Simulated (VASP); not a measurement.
Write the native input for VASP 6.6.1 that does the following.

```
Task                   : single point
Functional             : PBE
Potentials or basis    : VASP PAW PBE potentials, release 64 (Be, Se)
Cutoff                 : 520 eV
k mesh                 : 6 × 6 × 10
Occupations            : gaussian, width 0.1 eV
Spin                   : no spin polarisation
Dipole correction      : no
Further INCAR settings : ALGO = Normal; EDIFF = 1e-07; NBANDS = 21
```

The structure of BeSe4 lies in POSCAR:

```
BeSe4
1.0
    3.9880932426     -5.0129492729      0.0000000000
    3.9880932426      5.0129492729      0.0000000000
    0.0000000000      0.0000000000      3.5350739277
Be Se
1 4
Direct
    0.0000000000      0.0000000000      0.0000000000
    0.6119302404      0.3880697596      0.0000000000
    0.1631308785      0.1631308785      0.5000000000
    0.8368691215      0.8368691215      0.5000000000
    0.3880697596      0.6119302404      0.0000000000
```

The cell was built from a structure type or drawn by symmetry, and may not be a known phase.

The input as run:

INCAR

```
SYSTEM = BeSe4
PREC = Accurate
ENCUT = 520
EDIFF = 1E-7
ISMEAR = 0
SIGMA = 0.1
LREAL = .False.
LASPH = .True.
NELM = 100
ALGO = Normal
ISIF = 2
LWAVE = .False.
LCHARG = .True.
GGA = PE
LELF = .True.
LVHAR = .True.
NBANDS = 21
```

KPOINTS

```
regular mesh
0
Gamma
  6 6 10
  0 0 0
```

Potentials or basis: VASP PAW PBE potentials, release 64 (Be, Se).

Launch:

```sh
$ cat potpaw_PBE.64/Be/POTCAR potpaw_PBE.64/Se/POTCAR > POTCAR
$ mpirun -np 1 vasp_std > vasp.out
```

It gave:

- Pressure: 0.1 GPa
- Largest force: 0.047 eV/Å
- Band gap on the k mesh: zero (bands 13 and 14 overlap by 1.09 eV)

Run time: 110 s on 1 thread of Intel(R) Xeon(R) 6975P-C (Granite Rapids), on a shared host, peak memory 0.35 GiB.
